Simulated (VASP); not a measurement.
# BaO (Fm-3m) in VASP: notebook

Aim: see how the results for BaO move with the level of theory and the settings. Levels: revPBE+D3(BJ), RPBE. Tasks: relaxation of cell and atoms.

Program: VASP 6.6.1. These are calculated values, not measurements. Logs are shortened: lines on timing, memory, paths and dates and some standing lists are left out, and cuts for length are marked.

### Step 1. The cell of the first run

It takes space group Fm-3m (No. 225, cubic). The conventional cell has a = 5.500 Å, b = 5.500 Å, c = 5.500 Å, α = 90.00°, β = 90.00°, γ = 90.00°. Within 3.6 Å of Ba (site symmetry m-3m) lie 6 O at 2.75 Å. Within 3.6 Å of O (site symmetry m-3m) lie 6 Ba at 2.75 Å.

### Step 2. Relaxation of cell and atoms, revPBE+D3(BJ)

INCAR

```
SYSTEM = BaO
PREC     = Accurate       ! precision mode
ENCUT    = 600            ! plane-wave cutoff, eV
EDIFF    = 1E-7           ! SCF threshold, eV
ISMEAR   = 0              ! smearing method
SIGMA    = 0.01           ! smearing width, eV
LREAL    = .False.        ! projectors in reciprocal space
LASPH    = .True.         ! aspherical terms in the spheres
NELM     = 120            ! most SCF steps
ALGO     = Normal         ! electronic algorithm
ISIF     = 3              ! what is computed and relaxed
LWAVE    = .False.        ! write WAVECAR
LCHARG   = .False.        ! write CHGCAR
GGA      = RE             ! functional
IVDW     = 12             ! dispersion correction
IBRION   = 2              ! ionic algorithm
NSW      = 80             ! ionic steps
EDIFFG   = -0.01          ! ionic threshold
GGA_COMPAT= .False.      
NELMIN   = 4
```

KPOINTS

```
regular mesh
0
Gamma
  8 8 8
  0 0 0
```

POSCAR

```
BaO
1.0
    3.8890870000      0.0000000000      0.0000000000
    1.9445435000      3.3680481395      0.0000000000
    1.9445435000      1.1226827132      3.1754262384
Ba O
1 1
Direct
    0.0000000000      0.0000000000      0.0000000000
    0.5000000000      0.5000000000      0.5000000000
```

Potentials or basis: VASP PAW PBE potentials, release 64 (Ba_sv, O).

On the command line:

```sh
cat potpaw_PBE.64/Ba_sv/POTCAR potpaw_PBE.64/O/POTCAR > POTCAR
mpirun -np 1 vasp_std > vasp.out
```

OUTCAR:

```text
SYSTEM = BaO
   PREC = Accurate
   ENCUT = 600
   EDIFF = 1E-7
   ISMEAR = 0
   LREAL = .False.
   LASPH = .True.
   NELM = 120
   ISIF = 3
   GGA = RE
   IVDW = 12
   IBRION = 2
   NSW = 80
   EDIFFG = -0.01
   NELMIN = 4
 IVDW          = 12

 ion  position               nearest neighbor table
   1  0.000  0.000  0.000-   2 2.75   2 2.75   2 2.75   2 2.75   2 2.75   2 2.75
   2  0.500  0.500  0.500-   1 2.75   1 2.75   1 2.75   1 2.75   1 2.75   1 2.75

  LATTYP: Found a face centered cubic cell.
 ALAT       =     5.4999995806

  Lattice vectors:

 A1 = (   3.8890870000,   0.0000000000,   0.0000000000)
 A2 = (   1.9445435000,   3.3680481395,   0.0000000000)
 A3 = (   1.9445435000,   1.1226827132,   3.1754262384)

Analysis of symmetry for initial positions (statically):
=====================================================================
 Subroutine PRICEL returns:
 Original cell was already a primitive cell.

 Routine SETGRP: Setting up the symmetry group for a
 face centered cubic supercell.

 Subroutine GETGRP returns: Found 48 space group operations
 (whereof 48 operations were pure point group operations)
 out of a pool of 48 trial point group operations.

The static configuration has the point symmetry O_h .

Analysis of symmetry for dynamics (positions and initial velocities):
=====================================================================
 Subroutine PRICEL returns:
 Original cell was already a primitive cell.

 Routine SETGRP: Setting up the symmetry group for a
 face centered cubic supercell.

 Subroutine GETGRP returns: Found 48 space group operations
 (whereof 48 operations were pure point group operations)
 out of a pool of 48 trial point group operations.

The dynamic configuration has the point symmetry O_h .

 Subroutine INISYM returns: Found 48 space group operations
 (whereof 48 operations are pure point group operations),
 and found     1 'primitive' translations

----------------------------------------------------------------------------------------

                                     Primitive cell

  volume of cell :      41.5937

  direct lattice vectors                    reciprocal lattice vectors
     3.889087000  0.000000000  0.000000000     0.257129758 -0.148453935 -0.104972784
     1.944543500  3.368048139  0.000000000     0.000000000  0.296907870 -0.104972784
     1.944543500  1.122682713  3.175426238     0.000000000  0.000000000  0.314918353

  length of vectors
     3.889087000  3.889087000  3.889087000     0.314918353  0.314918353  0.314918353

  position of ions in fractional coordinates (direct lattice)
     0.000000000  0.000000000  0.000000000
     0.500000000  0.500000000  0.500000000

  ion indices of the primitive-cell ions
   primitive index   ion index
                 1           1
                 2           2

----------------------------------------------------------------------------------------

 KPOINTS: regular mesh

Automatic generation of k-mesh.
 Grid dimensions read from file:
 generate k-points for:    8    8    8

 Generating k-lattice:

  Cartesian coordinates                     Fractional coordinates (reciprocal lattice)
     0.032141220 -0.018556742 -0.013121598     0.125000000  0.000000000  0.000000000
     0.000000000  0.037113484 -0.013121598     0.000000000  0.125000000 -0.000000000
     0.000000000  0.000000000  0.039364794     0.000000000  0.000000000  0.125000000

  Length of vectors
     0.039364794  0.039364794  0.039364794

  Shift w.r.t. Gamma in fractional coordinates (k-lattice)
     0.000000000  0.000000000  0.000000000

 Subroutine IBZKPT returns following result:
 ===========================================

 Found     29 irreducible k-points:

 Following reciprocal coordinates:
            Coordinates               Weight
  0.000000  0.000000  0.000000      1.000000
  0.125000 -0.000000 -0.000000      8.000000
  0.250000 -0.000000 -0.000000      8.000000
  0.375000 -0.000000  0.000000      8.000000
  0.500000 -0.000000 -0.000000      4.000000
  0.125000  0.125000 -0.000000      6.000000
[... 16 lines left out ...]
  0.500000  0.250000  0.125000     48.000000
 -0.375000  0.250000  0.125000     24.000000
 [... further k-points ...]
   k-points           NKPTS =     29   k-points in BZ     NKDIM =     29   number of bands    NBANDS=     12
   number of dos      NEDOS =    301   number of ions     NIONS =      2
   total plane-waves  NPLWV =  32768
   dimension x,y,z NGX =    32 NGY =   32 NGZ =   32
   dimension x,y,z NGXF=    64 NGYF=   64 NGZF=   64
   ions per type =               1   1
   NGX,Y,Z   is equivalent  to a cutoff of  13.68, 13.68, 13.68 a.u.
   NGXF,Y,Z  is equivalent  to a cutoff of  27.36, 27.36, 27.36 a.u.
 SYSTEM =  BaO
   PREC   = accura    normal or accurate (medium, high low for compatibility)
   ISTART =      0    job   : 0-new  1-cont  2-samecut
   ICHARG =      2    charge: 1-file 2-atom 10-const
   ISPIN  =      1    spin polarized calculation?
   LNONCOLLINEAR =      F non collinear calculations
   LSORBIT =      F    spin-orbit coupling
   LASPH  =      T    aspherical Exc in radial PAW
   ENCUT  =  600.0 eV  44.10 Ry    6.64 a.u.   7.77  7.77  7.77*2*pi/ulx,y,z
   NELM   =    120;   NELMIN=  4; NELMDL= -5     # of ELM steps
   EDIFF  = 0.1E-06   stopping-criterion for ELM
   LREAL  =      F    real-space projection
   EDIFFG = -.1E-01   stopping-criterion for IOM
   NSW    =     80    number of steps for IOM
   IBRION =      2    ionic relax: 0-MD 1-quasi-New 2-CG
   NFREE  =      1    steps in history (QN), initial steepest desc. (CG)
   ISIF   =      3    stress and relaxation
   ISYM   =      2    0-nonsym 1-usesym 2-fastsym
   POTIM  = 0.5000    time-step for ionic-motion
   TEBEG  =    0.0;   TEEND  =   0.0 temperature during run
   PSTRESS=    0.0 pullay stress
   NELECT =      16.0000    total number of electrons
   NUPDOWN=      -1.0000    fix difference up-down
   EMIN   =  10.00;   EMAX   =-10.00  energy-range for DOS
   EFERMI =   0.00;   METHOD = LEGACY
   ISMEAR =     0;   SIGMA  =   0.01  broadening in eV -4-tet -1-fermi 0-gaus
   EFERMI_NEDOS =   21; number of points for ismear=-14 and -15
   IALGO  =     38    algorithm
   IMIX   =      4    mixing-type and parameters
     AMIX     =   0.40;   BMIX     =  1.00
     AMIX_MAG =   1.60;   BMIX_MAG =  1.00
  volume/ion in A,a.u.               =      20.80       140.34
  Fermi-wavevector in a.u.,A,eV,Ry     =   1.190617  2.249940 19.287203  1.417569
  Thomas-Fermi vector in A             =   2.326698
   LORBIT       =      0    0 simple, 1 ext, 2 COOP (PROOUT), +10 PAW based schemes
   GGA     = RE    functional components
   LHFCALC =     F    Hartree Fock is set to
   AEXX    =    0.0000 exact exchange contribution
   IVDW    =    12    specifies the selected vdW correction
   LEPSILON=     F    determine dielectric tensor
   LRPA    =     F    only Hartree local field effects (RPA)
 conjugate gradient relaxation of ions
 non-spin polarized calculation
 Gauss-broadening in eV      SIGMA  =   0.01
  energy-cutoff  :      600.00
  volume of cell :       41.59
 maximum number of plane-waves:      1411
   NGX = 15   NGY = 15   NGZ = 15

--------------------------------------- Ionic step        1  -------------------------------------------

 number of electron      15.9999997 magnetization

 Free energy of the ion-electron system (eV)
  ---------------------------------------------------
  ext. energy  EPLUGINS =         0.00000000
  ---------------------------------------------------
  free energy    TOTEN  =       -11.14598359 eV

  energy without entropy =      -11.14598359  energy(sigma->0) =      -11.14598359

------------------------ aborting loop because EDIFF is reached ----------------------------------------

 Edisp (eV)   -0.80611

 E8    (eV) :    -0.5986

  FORCE on cell =-STRESS in cart. coord.  units (eV):
  Direction    XX          YY          ZZ          XY          YZ          ZX
  --------------------------------------------------------------------------------------
  -------------------------------------------------------------------------------------
  Total       0.89189     0.89189     0.89189    -0.00000     0.00000     0.00000
  in kB      34.35524    34.35524    34.35524    -0.00000     0.00000     0.00000
  external pressure =       34.36 kB  Pullay stress =        0.00 kB
[... 61 lines left out ...]
  energy  without entropy=      -11.9682132027  energy(sigma->0) =      -11.96821320

--------------------------------------- Ionic step        3  -------------------------------------------

 number of electron      16.0000002 magnetization

 Free energy of the ion-electron system (eV)
  ---------------------------------------------------
  ext. energy  EPLUGINS =         0.00000000
  ---------------------------------------------------
  free energy    TOTEN  =       -11.20161903 eV

  energy without entropy =      -11.20161903  energy(sigma->0) =      -11.20161903

 E-fermi :   1.9089     XC(G=0):  -9.3348

 val. band max:        1.8415383402   @ k =   0.5000   0.5000  -0.0000
 cond. band min:       3.9780210861   @ k =   0.5000   0.5000  -0.0000
 fundamental gap:      2.1364827460
 Fermi energy:         1.9088731353

 k-point     1 :       0.0000    0.0000    0.0000
  band No.  band energies     occupation
      1     -24.1303      2.00000
      2     -13.1769      2.00000
      3      -8.7045      2.00000
      4      -8.7045      2.00000
      5      -8.7045      2.00000
      6       1.5631      2.00000
      7       1.5631      2.00000
      8       1.5631      2.00000
      9       5.4322      0.00000
     10       6.5715      0.00000
     11       6.5715      0.00000
     12       6.5715      0.00000
[... 331 lines left out ...]
 k-point    24 :      -0.3750    0.2500    0.1250
  band No.  band energies     occupation
      1     -23.8687      2.00000
      2     -13.6841      2.00000
      3      -9.2726      2.00000
      4      -9.2702      2.00000
      5      -8.8091      2.00000
      6       0.4150      2.00000
      7       0.9799      2.00000
      8       1.0456      2.00000
      9       6.7445      0.00000
     10       7.3387      0.00000
     11       9.5719      0.00000
     12       9.6212      0.00000

 [... further k-points ...]

------------------------ aborting loop because EDIFF is reached ----------------------------------------

 Edisp (eV)   -0.76998

 E8    (eV) :    -0.5718

  FORCE on cell =-STRESS in cart. coord.  units (eV):
  Direction    XX          YY          ZZ          XY          YZ          ZX
  --------------------------------------------------------------------------------------
  -------------------------------------------------------------------------------------
  Total       0.00178     0.00178     0.00178     0.00000     0.00000     0.00000
  in kB       0.06542     0.06542     0.06542     0.00000     0.00000     0.00000
  external pressure =        0.07 kB  Pullay stress =        0.00 kB
[... 17 lines left out ...]
  FREE ENERGIE OF THE ION-ELECTRON SYSTEM (eV)
  ---------------------------------------------------
  free  energy   TOTEN  =       -11.9715947746 eV

  energy  without entropy=      -11.9715947746  energy(sigma->0) =      -11.97159477

 reached required accuracy - stopping structural energy minimisation
```

It took 45 s on 1 thread of AMD EPYC 9R45 (Zen 5), shared host; peak memory 0.17 GiB.

Results:

| Item | Value |
| --- | --- |
| Free energy | -11.9716 eV |
| Relaxed volume | 21.75 Å³/atom |
| Relaxed cell | a = 3.947 Å, b = 3.947 Å, c = 3.947 Å, α = 60.00°, β = 60.00°, γ = 60.00° |
| Space group after relaxing (to 0.05 Å) | Fm-3m (No. 225) |
| Energy gained by relaxing | 9.8 meV/atom |
| Ionic steps | 3 |
| Pressure after relaxing | 0.0 GPa |
| Band gap on the k mesh | 2.14 eV, direct |
| Dispersion energy per atom | -0.385 eV |

The path:
| step | energy change (eV) | largest force (eV/Å) | pressure (GPa) | volume (Å³) |
| --- | --- | --- | --- | --- |
| 1 | 0.0000 | 0.0000 | 3.44 | 41.59 |
| 2 | -0.0161 | 0.0000 | -1.26 | 44.34 |
| 3 | -0.0195 | 0.0000 | 0.01 | 43.49 |

Final structure:
```
CELL_PARAMETERS angstrom
3.94737 0.00000 0.00000
1.97368 3.41852 0.00000
1.97368 1.13951 3.22301
ATOMIC_POSITIONS crystal
Ba 0.00000 0.00000 0.00000
O 0.50000 0.50000 0.50000
```

Caveat: the PAW data sets were made with another functional, which shifts forces and pressure a little; spin-orbit coupling is left out, which moves the levels of the heavy elements. A k mesh can miss the band edges.

### Step 3. Relaxation of cell and atoms, RPBE

INCAR

```
SYSTEM = BaO
  ALGO = Normal
  EDIFF = 1E-7
  EDIFFG = -0.01
  ENCUT = 600
  GGA = RP
  GGA_COMPAT = .False.
  IBRION = 2
  ISIF = 3
  ISMEAR = 0
  LASPH = .True.
  LCHARG = .False.
  LREAL = .False.
  LWAVE = .False.
  NELM = 120
  NELMIN = 4
  NSW = 80
  PREC = Accurate
  SIGMA = 0.01
```

KPOINTS

```
k-points
0
Gamma
  8 8 8
  0 0 0
```

POSCAR is that of step 2.

Potentials or basis: VASP PAW PBE potentials, release 64 (Ba_sv, O).

On the command line:

```sh
cat potpaw_PBE.64/Ba_sv/POTCAR potpaw_PBE.64/O/POTCAR > POTCAR
mpirun -np 1 vasp_std > vasp.out
```

Run time: 47 s. Hardware: 1 thread of AMD EPYC 9R45 (Zen 5), shared host; peak memory 0.15 GiB.

It converged, with:

| Quantity | Value |
| --- | --- |
| Free energy | -11.1397 eV |
| Relaxed volume | 22.90 Å³/atom |
| Relaxed cell | a = 4.016 Å, b = 4.016 Å, c = 4.016 Å, α = 60.00°, β = 60.00°, γ = 60.00° |
| Space group after relaxing (to 0.05 Å) | Fm-3m (No. 225) |
| Energy gained by relaxing | 43.9 meV/atom |
| Ionic steps | 3 |
| Pressure after relaxing | 0.0 GPa |
| Band gap on the k mesh | 2.31 eV, direct |

The path:
| step | energy change (eV) | largest force (eV/Å) | pressure (GPa) | volume (Å³) |
| --- | --- | --- | --- | --- |
| 1 | 0.0000 | 0.0000 | 7.31 | 41.59 |
| 2 | -0.0761 | 0.0000 | -2.07 | 47.57 |
| 3 | -0.0879 | 0.0000 | 0.03 | 45.80 |

Final structure:
```yaml
crystal:
  lattice:
    - [4.01597, 0.00000, 0.00000]
    - [2.00798, 3.47793, 0.00000]
    - [2.00798, 1.15931, 3.27902]
  atoms:
    - { symbol: Ba, position: [0.00000, 0.00000, 0.00000] }
    - { symbol: O, position: [0.50000, 0.50000, 0.50000] }
```

Levels at points of the mesh, in eV from the valence-band top:
```
           k point  band 4  band 5  band 6  band 7  band 8  band 9  band 10  band 11  band 12
(0.00, 0.00, 0.00)  -10.69  -10.69   -0.16   -0.16   -0.16    3.43     4.75     4.75     4.75
(0.50, 0.00, 0.00)  -10.79  -10.79   -1.67   -1.15   -1.15    4.92     6.94     6.94     7.95
(0.50, 0.50, 0.00)  -11.14  -11.14   -0.05   -0.05    0.00    2.31     5.71     8.49     9.13
```

Caveat: the PAW data sets were made with another functional, which shifts forces and pressure a little; spin-orbit coupling is left out, which moves the levels of the heavy elements; the volume moved by +10 % from the deposited cell, more than functionals usually miss. A k mesh can miss the band edges.
